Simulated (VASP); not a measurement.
# W (Im-3m) in VASP: notebook, part 2 of 2

VASP 6.6.1.

## Step 3: Single point, PBEsol

This run uses another cell than the first one: it holds 2 atoms, not 1.

The input, INCAR:

```
SYSTEM = W
  PREC = Accurate
  ENCUT = 520
  EDIFF = 1E-6
  ISMEAR = -1
  SIGMA = 0.1
  LREAL = .False.
  LASPH = .True.
  NELM = 100
  ALGO = Normal
  ISIF = 2
  LWAVE = .False.
  LCHARG = .True.
  GGA = PS
  LELF = .True.
  LVHAR = .True.
  NBANDS = 21
```

The input, KPOINTS:

```
Automatic mesh
0
Gamma
  14 14 8
  0 0 0
```

The input, POSCAR:

```
W
1.0
   -1.5769517525      1.5769517525      1.5769517525
    1.5769517525     -1.5769517525      1.5769517525
    3.1539035050      3.1539035050      0.0000000000
W
2
Direct
    0.0000000000      0.0000000000      0.0000000000
    0.5000000000      0.5000000000      0.5000000000
```

Potentials or basis: VASP PAW PBE potentials, release 64 (W_sv).

On the command line:

```bash
$ cat potpaw_PBE.64/W_sv/POTCAR > POTCAR
$ mpirun -np 1 vasp_std > vasp.out
```

OUTCAR:

```text
SYSTEM = W
   PREC = Accurate
   ENCUT = 520
   EDIFF = 1E-6
   ISMEAR = -1
   LREAL = .False.
   LASPH = .True.
   NELM = 100
   ISIF = 2
   GGA = PS

 ion  position               nearest neighbor table
   1  0.000  0.000  0.000-   2 2.73   2 2.73   2 2.73   2 2.73   2 3.15   2 3.15   2 3.15   2 3.15

   2  0.500  0.500  0.500-   1 2.73   1 2.73   1 2.73   1 2.73   1 3.15   1 3.15   1 3.15   1 3.15

  LATTYP: Found a base centered orthorhombic cell.
 ALAT       =     3.1539035050
 B/A-ratio  =     1.4142135624
 C/A-ratio  =     1.4142135624

  Lattice vectors:

 A1 = (  -1.5769517525,   1.5769517525,   1.5769517525)
 A2 = (   1.5769517525,  -1.5769517525,   1.5769517525)
 A3 = (   3.1539035050,   3.1539035050,   0.0000000000)

Analysis of symmetry for initial positions (statically):
=====================================================================
 Subroutine PRICEL returns following result:

  LATTYP: Found a body centered cubic cell.
 ALAT       =     3.1539035050

  Lattice vectors:

 A1 = (  -1.5769517525,   1.5769517525,  -1.5769517525)
 A2 = (  -1.5769517525,  -1.5769517525,   1.5769517525)
 A3 = (   1.5769517525,   1.5769517525,   1.5769517525)

   2 primitive cells build up your supercell.

 Routine SETGRP: Setting up the symmetry group for a
 base centered orthorhombic supercell.

 Subroutine GETGRP returns: Found  8 space group operations
 (whereof  8 operations were pure point group operations)
 out of a pool of  8 trial point group operations.

The static configuration has the point symmetry D_2h.

Analysis of symmetry for dynamics (positions and initial velocities):
=====================================================================
 Subroutine PRICEL returns following result:

  LATTYP: Found a body centered cubic cell.
 ALAT       =     3.1539035050

  Lattice vectors:

[... 117 lines left out ...]
   ISIF   =      2    stress and relaxation
   ISYM   =      2    0-nonsym 1-usesym 2-fastsym
   POTIM  = 0.5000    time-step for ionic-motion
   TEBEG  =    0.0;   TEEND  =   0.0 temperature during run
   PSTRESS=    0.0 pullay stress
   NELECT =      28.0000    total number of electrons
   NUPDOWN=      -1.0000    fix difference up-down
   EMIN   =  10.00;   EMAX   =-10.00  energy-range for DOS
   EFERMI =   0.00;   METHOD = LEGACY
   ISMEAR =    -1;   SIGMA  =   0.10  broadening in eV -4-tet -1-fermi 0-gaus
   EFERMI_NEDOS =   21; number of points for ismear=-14 and -15
   IALGO  =     38    algorithm
   IMIX   =      4    mixing-type and parameters
     AMIX     =   0.40;   BMIX     =  1.00
     AMIX_MAG =   1.60;   BMIX_MAG =  1.00
  volume/ion in A,a.u.               =      15.69       105.86
  Fermi-wavevector in a.u.,A,eV,Ry     =   1.576204  2.978594 33.802576  2.484419
  Thomas-Fermi vector in A             =   2.677072
   LORBIT       =      0    0 simple, 1 ext, 2 COOP (PROOUT), +10 PAW based schemes
   GGA     = PS    functional components
   LHFCALC =     F    Hartree Fock is set to
   AEXX    =    0.0000 exact exchange contribution
   IVDW    =     0    specifies the selected vdW correction
   LEPSILON=     F    determine dielectric tensor
   LRPA    =     F    only Hartree local field effects (RPA)
 non-spin polarized calculation
  energy-cutoff  :      520.00
  volume of cell :       31.37
 maximum number of plane-waves:       862
   NGX = 11   NGY = 11   NGZ = 17

 number of electron      28.0000009 magnetization

 Free energy of the ion-electron system (eV)
  ---------------------------------------------------
  ext. energy  EPLUGINS =         0.00000000
  ---------------------------------------------------
  free energy    TOTEN  =       -27.62033658 eV

  energy without entropy =      -27.58602028  energy(sigma->0) =      -27.60317843

 E-fermi :  11.4723     XC(G=0): -13.8207

 val. band max:       11.4719493374   @ k =   0.5000   0.2143   0.2500
 cond. band min:      11.4778238951   @ k =   0.4286   0.0714   0.3750
 fundamental gap:      0.0058745576
 Fermi energy:        11.4723001626

 k-point     1 :       0.0000    0.0000    0.0000
  band No.  band energies     occupation
      1     -62.7057      2.00000
      2     -62.5645      2.00000
      3     -27.5835      2.00000
      4     -26.6832      2.00000
      5     -26.2589      2.00000
      6     -26.2507      2.00000
[... 565 lines left out ...]
     20      18.6058      0.00000
     21      23.1055      0.00000

 [... further k-points ...]
[... 5 lines left out ...]
  --------------------------------------------------------------------------------------
  -------------------------------------------------------------------------------------
  Total        0.1750090      0.1750090      0.1122917      0.0425548      0.0000000     -0.0000000
  in kB        8.9377015      8.9377015      5.7347284      2.1732693      0.0000000     -0.0000000
  external PRESSURE =       7.8700438 kB  Pullay stress =       0.0000000 kB

 VOLUME and BASIS-vectors are now :
 -----------------------------------------------------------------------------
  energy-cutoff  :      520.00
  volume of cell :       31.37
      direct lattice vectors                 reciprocal lattice vectors
    -1.576951753  1.576951753  1.576951753    -0.158533703  0.158533703  0.317067405
     1.576951753 -1.576951753  1.576951753     0.158533703 -0.158533703  0.317067405
     3.153903505  3.153903505  0.000000000     0.158533703  0.158533703  0.000000000

 POSITION                                       TOTAL-FORCE (eV/Angst)
 -----------------------------------------------------------------------------------
      0.00000      0.00000      0.00000         0.000000     -0.000000     -0.000000
      1.57695      1.57695      1.57695        -0.000000      0.000000      0.000000
 -----------------------------------------------------------------------------------
    total drift:                                0.000000      0.000000      0.000000

  FREE ENERGIE OF THE ION-ELECTRON SYSTEM (eV)
  ---------------------------------------------------
  free  energy   TOTEN  =       -27.6203365845 eV

  energy  without entropy=      -27.5860202810  energy(sigma->0) =      -27.60317843
```

It took 51 s on 1 thread of AMD EPYC 9R45 (Zen 5), shared host; peak memory 0.23 GiB.

Results:

| Quantity | Value |
| --- | --- |
| Free energy | -27.6203 eV |
| Pressure | 0.8 GPa |
| Band gap on the k mesh | zero (bands 14 and 15 overlap by 3.29 eV) |

Caveat: the PAW data sets were made with another functional, which shifts forces and pressure a little; spin-orbit coupling is left out, which moves the levels of the heavy elements.

## Step 4: Single point, PBEsol

This run uses another cell than the first one: it holds 2 atoms, not 1.

The input, INCAR:

```
ALGO = Normal
EDIFF = 1E-6
ENCUT = 520
GGA = PS
ISIF = 2
ISMEAR = -1
LASPH = T
LCHARG = T
LELF = T
LREAL = F
LVHAR = T
LWAVE = F
NBANDS = 21
NELM = 80
PREC = Accurate
SIGMA = 0.1
```

The input, KPOINTS:

```
k-points
0
Gamma
  14 14 8
```

POSCAR is that of step 3.

On the command line:

```bash
$ cat potpaw_PBE.64/W_sv/POTCAR > POTCAR
$ mpirun -np 1 vasp_std > vasp.out
```

It took 48 s on 1 thread of AMD EPYC 9R45 (Zen 5), shared host; peak memory 0.23 GiB.

The run converged. Its results:

```yaml
Free_energy: -27.6203 eV
Pressure: 0.8 GPa
Band_gap_on_the_k_mesh: zero (bands 14 and 15 overlap by 3.29 eV)
```

Levels at points of the mesh, in eV from the Fermi level:
| k point | band 10 | band 11 | band 12 | band 13 | band 14 | band 15 | band 16 | band 17 | band 18 | band 19 |
| --- | --- | --- | --- | --- | --- | --- | --- | --- | --- | --- |
| (0.00, 0.00, 0.00) | -6.41 | -3.67 | -1.30 | -1.30 | -1.29 | 0.69 | 2.12 | 2.22 | 2.22 | 3.11 |
| (0.50, 0.00, 0.00) | -4.95 | -3.34 | -3.34 | -2.27 | -2.27 | 1.80 | 1.80 | 3.09 | 3.09 | 7.06 |
| (0.50, 0.50, 0.00) | -5.98 | -5.98 | -3.67 | 0.69 | 2.12 | 3.11 | 5.21 | 5.21 | 5.21 | 6.21 |
| (0.00, 0.00, 0.50) | -7.32 | -2.64 | -2.64 | -1.93 | -1.93 | 1.51 | 1.51 | 1.59 | 1.59 | 2.41 |
| (0.50, 0.00, 0.50) | -6.40 | -3.67 | -3.67 | 0.69 | 0.69 | 2.12 | 2.12 | 3.11 | 3.11 | 6.22 |
| (0.50, 0.50, 0.50) | -4.96 | -3.78 | -3.78 | -0.74 | -0.74 | 0.07 | 0.07 | 5.69 | 5.69 | 7.32 |

Caveat: the PAW data sets were made with another functional, which shifts forces and pressure a little; spin-orbit coupling is left out, which moves the levels of the heavy elements.
